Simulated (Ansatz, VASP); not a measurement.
One calculation of EuO, two programs

File INCAR:

```
SYSTEM = EuO
PREC = Accurate
ENCUT = 600
EDIFF = 1E-6
ISMEAR = 0
SIGMA = 0.05
LREAL = .False.
LASPH = .True.
NELM = 200
ALGO = Normal
ISIF = 2
LWAVE = .False.
LCHARG = .True.
LMAXMIX = 6
LDAU = .True.
LDAUTYPE = 2
LDAUL = 3 -1
LDAUU = 7 0
LDAUJ = 0 0
LDAUPRINT = 1
GGA = CA
LELF = .True.
LVHAR = .True.
NBANDS = 18
GGA_COMPAT = .False.
```

File KPOINTS:

```
regular mesh
0
Gamma
  6 6 6
  0 0 0
```

The input POSCAR:

```
EuO
1.0
    0.0000000000      2.5719519700      2.5719519700
    2.5719519700      0.0000000000      2.5719519700
    2.5719519700      2.5719519700      0.0000000000
Eu O
1 1
Direct
    0.5000000000      0.5000000000      0.5000000000
    0.0000000000      0.0000000000      0.0000000000
```

Input for Ansatz:

```yaml
crystal:
  lattice:
    - [0.0, 2.57195197, 2.57195197]
    - [2.57195197, 0.0, 2.57195197]
    - [2.57195197, 2.57195197, 0.0]
  atoms:
    - { symbol: Eu, position: [0.5, 0.5, 0.5] }
    - { symbol: O, position: [0.0, 0.0, 0.0] }
basis:
  ecutwfc: 420
  ecutrho_ratio: 4
kpoints:
  mp_grid: { grid: [6, 6, 6] }
hamiltonian:
  xc: lda
  hubbard: { sites: [{ site: 0, l: f, u_eff: 7.0 }] }
scf:
  occupations: { method: gaussian, width: 0.05 }
  lower_state_search: "off"
  max_iter: 150
output:
  forces: true
  stress: true
  eigenvalues: true
  populations: true
  hubbard: { sites: [{ site: 0, l: f }] }
```

Alike in both runs: task single point; functional LDA; k mesh 6 × 6 × 6; occupations gaussian, width 0.05 eV; no spin polarisation; Hubbard terms Eu f U = 7.0 eV.

```csv
,VASP,Ansatz
version,VASP 6.6.1,Ansatz 0.2.0
potentials or method,"VASP PAW PBE potentials, release 64 (Eu, O), cutoff 600 eV","scalar-relativistic, plane waves, PAW"
valence electrons in the cell,23,23
```

Ansatz gave:

- gap on the k mesh at the Fermi level (eV): none
- pressure (GPa): -22.7

Task: Estimate VASP's values.

Result: gap on the k mesh at the Fermi level (eV): none; pressure (GPa): -22.0.

VASP's potentials were made for PBE, not for LDA. LDA's correlation is that of Perdew and Zunger in VASP and of Perdew and Wang (1992) in Ansatz. The programs project onto different local orbitals, so the same U acts differently, and such runs can settle in different states. A gap of «none» marks a metal or a gap that the smearing closes. Ansatz's warnings: filled band counts differ across k points.

Neither program's run includes spin-orbit coupling.
